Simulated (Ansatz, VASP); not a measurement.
## One calculation of HgTe, two programs

```xyz
2
Lattice="-3.0456 3.0456 1.5594 3.0456 -3.0456 1.5594 3.0456 3.0456 -1.5594" Properties=species:S:1:pos:R:3 pbc="T T T"
Hg    0.0000    3.0456    0.7797
Te    0.0000    0.0000    0.0000
```

Alike in both runs: task single point; functional LDA; k mesh 6 × 6 × 6; occupations fermi-dirac, width 0.1 eV; no spin polarisation.

|  | VASP | Ansatz |
| --- | --- | --- |
| version | VASP 6.6.1 | Ansatz 0.2.0 |
| potentials or method | VASP PAW LDA potentials, release 64 (Hg, Te) | plane waves, PAW |
| plane-wave cutoff (eV) | 500 | 420 |
| valence electrons in the cell | 18 | 36 |

|  | VASP | Ansatz | Ansatz less VASP |
| --- | --- | --- | --- |
| gap on the k mesh at the Fermi level (eV) | none | none | - |
| pressure (GPa) | -4.5 | -4.7 | -0.18 |
| traceless stress, the component that is largest in VASP (GPa) | -0.12 | -0.17 | -0.042 |

LDA's correlation is that of Perdew and Zunger in VASP and of Perdew and Wang (1992) in Ansatz. A gap of «none» marks a metal or a gap that the smearing closes. VASP's potentials hold 18 valence electrons a cell and Ansatz's 36, so a difference there can come from the potentials and not from the codes.

The k mesh is coarse, so the values compare programs but aren't converged. Spin-orbit coupling is off throughout.
